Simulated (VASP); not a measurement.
Here is a VASP 6.6.1 calculation.

INCAR

```
SYSTEM = NaI
  PREC = Accurate
  ENCUT = 600
  EDIFF = 1E-7
  ISMEAR = -1
  SIGMA = 0.02
  LREAL = .False.
  LASPH = .True.
  NELM = 100
  ALGO = Normal
  ISIF = 3
  LWAVE = .False.
  LCHARG = .False.
  GGA = PE
  IBRION = 2
  NSW = 80
  EDIFFG = -0.005
```

Contents of KPOINTS:

```
regular mesh
0
Gamma
  6 6 6
  0 0 0
```

The input POSCAR:

```
NaI
1.0
    0.0000000000      3.3420497682      3.3420497682
    3.3420497682      0.0000000000      3.3420497682
    3.3420497682      3.3420497682      0.0000000000
Na I
1 1
Direct
    0.0000000000      0.0000000000      0.0000000000
    0.2500000000      0.2500000000      0.2500000000
```

Potentials or basis: VASP PAW PBE potentials, release 64 (Na_pv, I).

The run is started by

```console
$ cat potpaw_PBE.64/Na_pv/POTCAR potpaw_PBE.64/I/POTCAR > POTCAR
$ mpirun -np 1 vasp_std > vasp.out
```

(1) What does it give for the band gap on the k mesh?

(2) What does it give for the relaxed cell?

Results:

(1) 3.76 eV, direct.

(2) a = 5.070 Å, b = 5.070 Å, c = 5.070 Å, α = 60.00°, β = 60.00°, γ = 60.00°.

Caveat: spin-orbit coupling is left out, which moves the levels of the heavy elements.
